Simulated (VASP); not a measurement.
Write the native input for VASP 6.6.1 that does the following.

| Property | Result |
| --- | --- |
| Task | relaxation of cell and atoms |
| Functional | PBE |
| Potentials or basis | VASP PAW PBE potentials, release 64 (Sr_sv, Si) |
| Cutoff | 600 eV |
| k mesh | 8 × 8 × 10 |
| Occupations | gaussian, width 0.1 eV |
| Spin | no spin polarisation |
| Dipole correction | no |
| Further INCAR settings | ALGO = Normal; EDIFF = 1e-06; IBRION = 2; EDIFFG = -0.01; NSW = 100; ISIF = 3 |

The structure of SrSi4 lies in POSCAR:

```
SrSi4
1.0
    2.3971579622     -5.7197842556      0.0000000000
    2.3971579622      5.7197842556      0.0000000000
    0.0000000000      0.0000000000      3.9698590528
Sr Si
1 4
Direct
    0.5000000000      0.5000000000      0.0000000000
    0.1009543977      0.8990456023      0.5000000000
    0.8990456023      0.1009543977      0.5000000000
    0.2161154460      0.7838845540      0.0000000000
    0.7838845540      0.2161154460      0.0000000000
```

The cell was generated, and may not be a known phase.

These files were run (other wordings do the same):

INCAR

```
  ALGO = Normal
  EDIFF = 1E-6
  EDIFFG = -0.01
  ENCUT = 600
  GGA = PE
  IBRION = 2
  ISIF = 3
  ISMEAR = 0
  LASPH = T
  LCHARG = F
  LREAL = F
  LWAVE = F
  NELM = 60
  NSW = 100
  PREC = Accurate
  SIGMA = 0.1
```

KPOINTS

```
k-points
0
Gamma
  8 8 10
```

Potentials or basis: VASP PAW PBE potentials, release 64 (Sr_sv, Si).

Command:

```sh
$ cat potpaw_PBE.64/Sr_sv/POTCAR potpaw_PBE.64/Si/POTCAR > POTCAR
$ mpirun -np 1 vasp_std > vasp.out
```

Results of the run:

```yaml
Relaxed_volume: 21.86 Å³/atom
Relaxed_cell: a = 6.244 Å, b = 6.244 Å, c = 3.927 Å, α = 90.00°, β = 90.00°, γ = 134.45°
Space_group_after_relaxing_to_0.1_Å: Cmmm (No. 65)
Energy_gained_by_relaxing: 1.3 meV/atom
Ionic_steps: 8
Pressure_after_relaxing: 0.0 GPa
Band_gap_on_the_k_mesh: zero (bands 13 and 14 overlap by 1.15 eV)
```

Wall time 25 min on 1 thread of Oxide Virtual Turin-like Processor, with other jobs on the host, peak memory 0.44 GiB.
